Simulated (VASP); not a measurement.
# Ti4C (F-43m) in VASP: a series of runs

The runs below take Ti4C through single point, relaxation of cell and atoms, with PBE.

Everything below comes from runs of VASP 6.6.1. Logs are shortened: lines on timing, memory, paths and dates and some standing lists are left out, and cuts for length are marked.

**1. The cell of the first run**

The structure is cubic, space group F-43m (No. 216). The conventional cell has a = 6.766 Å, b = 6.766 Å, c = 6.766 Å, α = 90.00°, β = 90.00°, γ = 90.00°. Ti (site symmetry 3m) has 1 C at 1.57 Å within 2.1 Å. C (site symmetry -43m) has 4 Ti at 1.57 Å within 2.1 Å.

The cell was built from a structure type or drawn by symmetry, and may not be a known phase.

**2. Single point, PBE**

INCAR reads:

```
SYSTEM = Ti4C
PREC = Accurate
ENCUT = 520
EDIFF = 1E-6
ISMEAR = 0
SIGMA = 0.1
LREAL = .FALSE.
LASPH = .TRUE.
NELM = 60
ALGO = Normal
ISIF = 2
LWAVE = .FALSE.
LCHARG = .FALSE.
GGA = PE
NBANDS = 34
```

KPOINTS reads:

```
regular mesh
0
G
  4 4 4
  0 0 0
```

POSCAR reads:

```
Ti4C
1.0
    0.0000000000      3.3828743800      3.3828743800
    3.3828743800      0.0000000000      3.3828743800
    3.3828743800      3.3828743800      0.0000000000
Ti C
4 1
Direct
    0.6161484300      0.6161484300      0.6161484300
    0.6161484300      0.6161484300      0.1515547000
    0.6161484300      0.1515547000      0.6161484300
    0.1515547000      0.6161484300      0.6161484300
    0.7500000000      0.7500000000      0.7500000000
```

Potentials or basis: VASP PAW PBE potentials, release 64 (Ti_sv, C).

Command:

```bash
> cat potpaw_PBE.64/Ti_sv/POTCAR potpaw_PBE.64/C/POTCAR > POTCAR
> mpirun -np 1 vasp_std > vasp.out
```

OUTCAR:

```text
SYSTEM = Ti4C
   PREC = Accurate
   ENCUT = 520
   EDIFF = 1E-6
   ISMEAR = 0
   LREAL = .FALSE.
   LASPH = .TRUE.
   NELM = 60
   ISIF = 2
   GGA = PE

 ion  position               nearest neighbor table
   1  0.616  0.616  0.616-   5 1.57   3 2.22   4 2.22   2 2.22   3 2.56   2 2.56   4 2.56
   2  0.616  0.616  0.152-   5 1.57   3 2.22   4 2.22   1 2.22   4 2.56   3 2.56   1 2.56
   3  0.616  0.152  0.616-   5 1.57   2 2.22   4 2.22   1 2.22   4 2.56   2 2.56   1 2.56
   4  0.152  0.616  0.616-   5 1.57   2 2.22   3 2.22   1 2.22   3 2.56   2 2.56   1 2.56
   5  0.750  0.750  0.750-   2 1.57   3 1.57   4 1.57   1 1.57

  LATTYP: Found a face centered cubic cell.
 ALAT       =     6.7657487600

  Lattice vectors:

 A1 = (   0.0000000000,   3.3828743800,   3.3828743800)
 A2 = (   3.3828743800,   0.0000000000,   3.3828743800)
 A3 = (   3.3828743800,   3.3828743800,   0.0000000000)

Analysis of symmetry for initial positions (statically):
=====================================================================
 Subroutine PRICEL returns:
 Original cell was already a primitive cell.

 Routine SETGRP: Setting up the symmetry group for a
 face centered cubic supercell.

 Subroutine GETGRP returns: Found 24 space group operations
 (whereof 24 operations were pure point group operations)
 out of a pool of 48 trial point group operations.

The static configuration has the point symmetry T_d .

Analysis of symmetry for dynamics (positions and initial velocities):
=====================================================================
 Subroutine PRICEL returns:
 Original cell was already a primitive cell.

 Routine SETGRP: Setting up the symmetry group for a
 face centered cubic supercell.

 Subroutine GETGRP returns: Found 24 space group operations
 (whereof 24 operations were pure point group operations)
 out of a pool of 48 trial point group operations.

The dynamic configuration has the point symmetry T_d .

 Subroutine INISYM returns: Found 24 space group operations
 (whereof 24 operations are pure point group operations),
 and found     1 'primitive' translations

----------------------------------------------------------------------------------------

                                     Primitive cell

  volume of cell :      77.4261

  direct lattice vectors                    reciprocal lattice vectors
     0.000000000  3.382874380  3.382874380    -0.147803301  0.147803301  0.147803301
     3.382874380  0.000000000  3.382874380     0.147803301 -0.147803301  0.147803301
     3.382874380  3.382874380  0.000000000     0.147803301  0.147803301 -0.147803301

  length of vectors
     4.784106828  4.784106828  4.784106828     0.256002827  0.256002827  0.256002827

  position of ions in fractional coordinates (direct lattice)
     0.616148430  0.616148430  0.616148430
     0.616148430  0.616148430  0.151554700
     0.616148430  0.151554700  0.616148430
     0.151554700  0.616148430  0.616148430
     0.750000000  0.750000000  0.750000000

  ion indices of the primitive-cell ions
   primitive index   ion index
                 1           1
                 2           2
                 3           3
                 4           4
                 5           5

----------------------------------------------------------------------------------------

 KPOINTS: regular mesh

Automatic generation of k-mesh.
 Grid dimensions read from file:
 generate k-points for:    4    4    4

 Generating k-lattice:

  Cartesian coordinates                     Fractional coordinates (reciprocal lattice)
    -0.036950825  0.036950825  0.036950825     0.250000000  0.000000000  0.000000000
     0.036950825 -0.036950825  0.036950825     0.000000000  0.250000000  0.000000000
     0.036950825  0.036950825 -0.036950825     0.000000000  0.000000000  0.250000000

  Length of vectors
     0.064000707  0.064000707  0.064000707

  Shift w.r.t. Gamma in fractional coordinates (k-lattice)
     0.000000000  0.000000000  0.000000000

 Subroutine IBZKPT returns following result:
 ===========================================

 Found      8 irreducible k-points:

 Following reciprocal coordinates:
            Coordinates               Weight
  0.000000  0.000000  0.000000      1.000000
  0.250000  0.000000  0.000000      8.000000
  0.500000  0.000000  0.000000      4.000000
  0.250000  0.250000  0.000000      6.000000
  0.500000  0.250000  0.000000     24.000000
 -0.250000  0.250000  0.000000     12.000000
  0.500000  0.500000  0.000000      3.000000
 -0.250000  0.500000  0.250000      6.000000
   k-points           NKPTS =      8   k-points in BZ     NKDIM =      8   number of bands    NBANDS=     34
   number of dos      NEDOS =    301   number of ions     NIONS =      5
   total plane-waves  NPLWV =  46656
   dimension x,y,z NGX =    36 NGY =   36 NGZ =   36
   dimension x,y,z NGXF=    72 NGYF=   72 NGZF=   72
   ions per type =               4   1
   NGX,Y,Z   is equivalent  to a cutoff of  12.51, 12.51, 12.51 a.u.
   NGXF,Y,Z  is equivalent  to a cutoff of  25.02, 25.02, 25.02 a.u.
 SYSTEM =  Ti4C
   PREC   = accura    normal or accurate (medium, high low for compatibility)
   ISTART =      0    job   : 0-new  1-cont  2-samecut
   ICHARG =      2    charge: 1-file 2-atom 10-const
   ISPIN  =      1    spin polarized calculation?
   LNONCOLLINEAR =      F non collinear calculations
   LSORBIT =      F    spin-orbit coupling
   LASPH  =      T    aspherical Exc in radial PAW
   ENCUT  =  520.0 eV  38.22 Ry    6.18 a.u.   8.90  8.90  8.90*2*pi/ulx,y,z
   NELM   =     60;   NELMIN=  2; NELMDL= -5     # of ELM steps
   EDIFF  = 0.1E-05   stopping-criterion for ELM
   LREAL  =      F    real-space projection
   EDIFFG = 0.1E-04   stopping-criterion for IOM
   NSW    =      0    number of steps for IOM
   IBRION =     -1    ionic relax: 0-MD 1-quasi-New 2-CG
   NFREE  =      0    steps in history (QN), initial steepest desc. (CG)
   ISIF   =      2    stress and relaxation
   ISYM   =      2    0-nonsym 1-usesym 2-fastsym
   POTIM  = 0.5000    time-step for ionic-motion
   TEBEG  =    0.0;   TEEND  =   0.0 temperature during run
   PSTRESS=    0.0 pullay stress
   NELECT =      52.0000    total number of electrons
   NUPDOWN=      -1.0000    fix difference up-down
   EMIN   =  10.00;   EMAX   =-10.00  energy-range for DOS
   EFERMI =   0.00;   METHOD = LEGACY
   ISMEAR =     0;   SIGMA  =   0.10  broadening in eV -4-tet -1-fermi 0-gaus
   EFERMI_NEDOS =   21; number of points for ismear=-14 and -15
   IALGO  =     38    algorithm
   IMIX   =      4    mixing-type and parameters
     AMIX     =   0.40;   BMIX     =  1.00
     AMIX_MAG =   1.60;   BMIX_MAG =  1.00
  volume/ion in A,a.u.               =      15.49       104.50
  Fermi-wavevector in a.u.,A,eV,Ry     =   1.433662  2.709228 27.965230  2.055386
  Thomas-Fermi vector in A             =   2.553156
   LORBIT       =      0    0 simple, 1 ext, 2 COOP (PROOUT), +10 PAW based schemes
   GGA     = PE    functional components
   LHFCALC =     F    Hartree Fock is set to
   AEXX    =    0.0000 exact exchange contribution
   IVDW    =     0    specifies the selected vdW correction
   LEPSILON=     F    determine dielectric tensor
   LRPA    =     F    only Hartree local field effects (RPA)
 non-spin polarized calculation
 Gauss-broadening in eV      SIGMA  =   0.10
  energy-cutoff  :      520.00
  volume of cell :       77.43
 maximum number of plane-waves:      2120
   NGX = 17   NGY = 17   NGZ = 17

 number of electron      51.9999994 magnetization

 Free energy of the ion-electron system (eV)
  ---------------------------------------------------
  ext. energy  EPLUGINS =         0.00000000
  ---------------------------------------------------
  free energy    TOTEN  =       -20.46706379 eV

  energy without entropy =      -20.43034151  energy(sigma->0) =      -20.44870265

 E-fermi :   7.3458     XC(G=0): -10.7623

 val. band max:        7.2561666204   @ k =   0.5000   0.2500   0.0000
 cond. band min:       7.3460413673   @ k =   0.2500   0.0000   0.0000
 fundamental gap:      0.0898747469
 Fermi energy:         7.3458129831

 k-point     1 :       0.0000    0.0000    0.0000
  band No.  band energies     occupation
      1     -49.2659      2.00000
      2     -48.3770      2.00000
      3     -48.3770      2.00000
      4     -48.3770      2.00000
      5     -28.3270      2.00000
      6     -26.1238      2.00000
[... 26 lines left out ...]
     33      11.2754      0.00000
     34      11.3565      0.00000

 k-point     2 :       0.2500    0.0000    0.0000
  band No.  band energies     occupation
      1     -49.2037      2.00000
      2     -48.4510      2.00000
      3     -48.3777      2.00000
      4     -48.3777      2.00000
      5     -28.0543      2.00000
      6     -26.1010      2.00000
[... 26 lines left out ...]
     33      11.0567      0.00000
     34      11.0584      0.00000

 k-point     3 :       0.5000    0.0000    0.0000
  band No.  band energies     occupation
      1     -49.1264      2.00000
      2     -48.5400      2.00000
      3     -48.3783      2.00000
      4     -48.3783      2.00000
      5     -27.7210      2.00000
      6     -26.0393      2.00000
[... 26 lines left out ...]
     33       9.5653      0.00000
     34       9.5653      0.00000

 k-point     4 :       0.2500    0.2500    0.0000
  band No.  band energies     occupation
      1     -49.1802      2.00000
      2     -48.4775      2.00000
      3     -48.3784      2.00000
      4     -48.3784      2.00000
      5     -27.9408      2.00000
      6     -26.2399      2.00000
[... 26 lines left out ...]
     33      10.8334      0.00000
     34      11.1240      0.00000

 k-point     5 :       0.5000    0.2500    0.0000
  band No.  band energies     occupation
      1     -49.0952      2.00000
      2     -48.5737      2.00000
      3     -48.3794      2.00000
      4     -48.3790      2.00000
      5     -27.5288      2.00000
      6     -26.3688      2.00000
[... 26 lines left out ...]
     33       9.7995      0.00000
     34       9.8240      0.00000

 k-point     6 :      -0.2500    0.2500    0.0000
  band No.  band energies     occupation
      1     -49.1266      2.00000
      2     -48.5389      2.00000
      3     -48.3793      2.00000
      4     -48.3783      2.00000
      5     -27.6938      2.00000
      6     -26.2366      2.00000
[... 26 lines left out ...]
     33       9.8134      0.00000
     34      10.7826      0.00000

 k-point     7 :       0.5000    0.5000    0.0000
  band No.  band energies     occupation
      1     -49.0592      2.00000
      2     -48.6132      2.00000
      3     -48.3797      2.00000
      4     -48.3797      2.00000
      5     -27.2906      2.00000
      6     -26.6075      2.00000
[... 26 lines left out ...]
     33       8.9856      0.00000
     34       9.2287      0.00000

 k-point     8 :      -0.2500    0.5000    0.2500
  band No.  band energies     occupation
      1     -49.0592      2.00000
      2     -48.6131      2.00000
      3     -48.3797      2.00000
      4     -48.3797      2.00000
      5     -27.2824      2.00000
      6     -26.5768      2.00000
[... 26 lines left out ...]
     33       9.1938      0.00000
     34      10.0002      0.00000

------------------------ aborting loop because EDIFF is reached ----------------------------------------

  FORCE on cell =-STRESS in cart. coord.  units (eV):
  Direction    XX          YY          ZZ          XY          YZ          ZX
  --------------------------------------------------------------------------------------
  -------------------------------------------------------------------------------------
  Total       41.5625845     41.5625845     41.5625845     -0.0000000      0.0000000     -0.0000000
  in kB      860.0536027    860.0536027    860.0536027     -0.0000000      0.0000000     -0.0000000
  external PRESSURE =     860.0536027 kB  Pullay stress =       0.0000000 kB

 VOLUME and BASIS-vectors are now :
 -----------------------------------------------------------------------------
  energy-cutoff  :      520.00
  volume of cell :       77.43
      direct lattice vectors                 reciprocal lattice vectors
     0.000000000  3.382874380  3.382874380    -0.147803301  0.147803301  0.147803301
     3.382874380  0.000000000  3.382874380     0.147803301 -0.147803301  0.147803301
     3.382874380  3.382874380  0.000000000     0.147803301  0.147803301 -0.147803301

 POSITION                                       TOTAL-FORCE (eV/Angst)
 -----------------------------------------------------------------------------------
      4.16871      4.16871      4.16871        -6.353368     -6.353368     -6.353368
      2.59704      2.59704      4.16871         6.353368      6.353368     -6.353368
      2.59704      4.16871      2.59704         6.353368     -6.353368      6.353368
      4.16871      2.59704      2.59704        -6.353368      6.353368      6.353368
      5.07431      5.07431      5.07431        -0.000000     -0.000000     -0.000000
 -----------------------------------------------------------------------------------
    total drift:                                0.000136      0.000136      0.000136

  FREE ENERGIE OF THE ION-ELECTRON SYSTEM (eV)
  ---------------------------------------------------
  free  energy   TOTEN  =       -20.4670637924 eV

  energy  without entropy=      -20.4303415072  energy(sigma->0) =      -20.44870265
```

Run time: 32 s. Hardware: 1 thread of Intel Xeon Platinum 8488C (Sapphire Rapids), shared host; peak memory 0.2 GiB.

Results:

```yaml
Free_energy: -20.4671 eV
Pressure: 86.0 GPa
Largest_force: 11.004 eV/Å
Band_gap_on_the_k_mesh: zero (bands 26 and 27 overlap by 0.26 eV)
```

Forces on the atoms (eV/Å):
```
Ti  -6.353 -6.353 -6.353
Ti   6.353  6.353 -6.353
Ti   6.353 -6.353  6.353
Ti  -6.353  6.353  6.353
C    0.000  0.000  0.000
```

Levels at points of the mesh, in eV from the Fermi level:
```
           k point  band 24  band 25  band 26  band 27  band 28  band 29
(0.00, 0.00, 0.00)    -1.06    -1.06    -1.06     1.64     1.64     1.64
(0.50, 0.00, 0.00)    -0.37    -0.37    -0.21    -0.21     0.96     0.96
(0.50, 0.50, 0.00)    -0.58    -0.55    -0.55     0.50     0.84     0.84
```

Caveat: the k points lie up to 0.40 Å⁻¹ apart; atoms lie so close that the PAW spheres overlap strongly, which falsifies energies and pressures; forces of over 1 eV/Å act on the atoms, so gaps and moduli don't describe the material at rest.

**3. Single point, PBE**

This run uses another cell than the first one, of 30.35 Å³/atom.

INCAR reads:

```
  ALGO = Normal
  EDIFF = 1E-6
  ENCUT = 520
  GGA = PE
  ISIF = 2
  ISMEAR = 0
  LASPH = T
  LCHARG = T
  LELF = T
  LREAL = F
  LVHAR = T
  LWAVE = F
  NBANDS = 34
  NELM = 80
  PREC = Accurate
  SIGMA = 0.1
```

KPOINTS reads:

```
k-points
0
Gamma
  4 4 4
```

POSCAR reads:

```
Ti4C
1.0
    0.0000000000      4.2335638668      4.2335638668
    4.2335638668      0.0000000000      4.2335638668
    4.2335638668      4.2335638668      0.0000000000
Ti C
4 1
Direct
    0.6153533585      0.6153533585      0.6153533585
    0.6153533585      0.6153533585      0.1539399244
    0.6153533585      0.1539399244      0.6153533585
    0.1539399244      0.6153533585      0.6153533585
    0.7500000000      0.7500000000      0.7500000000
```

Potentials or basis: VASP PAW PBE potentials, release 64 (Ti_sv, C).

Command:

```bash
> cat potpaw_PBE.64/Ti_sv/POTCAR potpaw_PBE.64/C/POTCAR > POTCAR
> mpirun -np 1 vasp_std > vasp.out
```

Wall time 64 s (1 thread of Intel Xeon Platinum 8488C (Sapphire Rapids), shared host); peak memory 0.31 GiB.

It converged, with:

| Item | Value |
| --- | --- |
| Free energy | -32.5293 eV |
| Pressure | 0.1 GPa |
| Largest force | 0.079 eV/Å |
| Band gap on the k mesh | zero (bands 26 and 27 overlap by 0.27 eV) |

Forces in eV/Å, atoms in the order of the input:
```
Ti  -0.046 -0.046 -0.046
Ti   0.046  0.046 -0.046
Ti   0.046 -0.046  0.046
Ti  -0.046  0.046  0.046
C    0.000  0.000  0.000
```

Levels at points of the mesh, in eV from the Fermi level:
```tsv
k point	band 24	band 25	band 26	band 27	band 28	band 29
(0.00, 0.00, 0.00)	-0.24	-0.24	-0.20	-0.20	0.55	0.55
(0.50, 0.00, 0.00)	-0.15	-0.15	0.07	0.07	0.12	0.48
(0.50, 0.50, 0.00)	-0.32	-0.32	-0.19	-0.04	0.44	0.44
```

**4. Relaxation of cell and atoms, PBE**

INCAR reads:

```
PREC = Accurate ; ENCUT = 600
EDIFF = 1E-6 ; ISMEAR = 0
SIGMA = 0.1 ; LREAL = F
LASPH = T ; NELM = 100
ALGO = Normal ; ISIF = 3
LWAVE = F ; LCHARG = F
GGA = PE ; IBRION = 2
NSW = 90 ; EDIFFG = -0.04
```

KPOINTS reads:

```
Automatic mesh
0
Gamma
  4 4 4
```

POSCAR reads:

```
Ti4C
1.0
    0.0000000000      3.3828743800      3.3828743800
    3.3828743800      0.0000000000      3.3828743800
    3.3828743800      3.3828743800      0.0000000000
Ti C
4 1
Direct
    0.6161484300      0.6161484300      0.6161484300
    0.6161484300      0.6161484300      0.1515547000
    0.6161484300      0.1515547000      0.6161484300
    0.1515547000      0.6161484300      0.6161484300
    0.7500000000      0.7500000000      0.7500000000
```

Command:

```bash
> cat potpaw_PBE.64/Ti_sv/POTCAR potpaw_PBE.64/C/POTCAR > POTCAR
> mpirun -np 1 vasp_std > vasp.out
```

Wall time 8.6 min (1 thread of Intel Xeon Platinum 8488C (Sapphire Rapids), shared host); peak memory 0.25 GiB.

Results (log left out):

- Free energy: -32.4054 eV
- Relaxed volume: 29.90 Å³/atom
- Relaxed cell: a = 5.957 Å, b = 5.957 Å, c = 5.957 Å, α = 60.00°, β = 60.00°, γ = 60.00°
- Space group after relaxing (to 0.1 Å): F-43m (No. 216)
- Pressure after relaxing: 0.2 GPa
- Largest force after relaxing: 0.032 eV/Å
- Band gap on the k mesh: zero (bands 26 and 27 overlap by 0.28 eV)

Forces in eV/Å, atoms in the order of the input:
```
Ti  -0.019 -0.019 -0.019
Ti   0.019  0.019 -0.019
Ti   0.019 -0.019  0.019
Ti  -0.019  0.019  0.019
C    0.000  0.000  0.000
```

Final structure:
```
CELL_PARAMETERS angstrom
0.00000 4.21235 4.21235
4.21235 0.00000 4.21235
4.21235 4.21235 0.00000
ATOMIC_POSITIONS crystal
Ti 0.61506 0.61506 0.61506
Ti 0.61506 0.61506 0.15481
Ti 0.61506 0.15481 0.61506
Ti 0.15481 0.61506 0.61506
C 0.75000 0.75000 0.75000
```

Levels at points of the mesh, in eV from the Fermi level:
```
           k point  band 22  band 23  band 24  band 25  band 26  band 27  band 28  band 29  band 30  band 31
(0.00, 0.00, 0.00)    -0.25    -0.25    -0.25    -0.25    -0.20    -0.20     0.56     0.56     0.56     1.84
(0.50, 0.00, 0.00)    -0.98    -0.57    -0.15    -0.15     0.07     0.07     0.13     0.49     0.49     1.09
(0.50, 0.50, 0.00)    -0.59    -0.54    -0.33    -0.33    -0.19    -0.04     0.45     0.45     0.52     0.53
```

Caveat: the k points lie up to 0.32 Å⁻¹ apart in the final cell; the volume moved by over 15 % at a fixed basis, so the end points are rough.

[end of part 1 of 2]
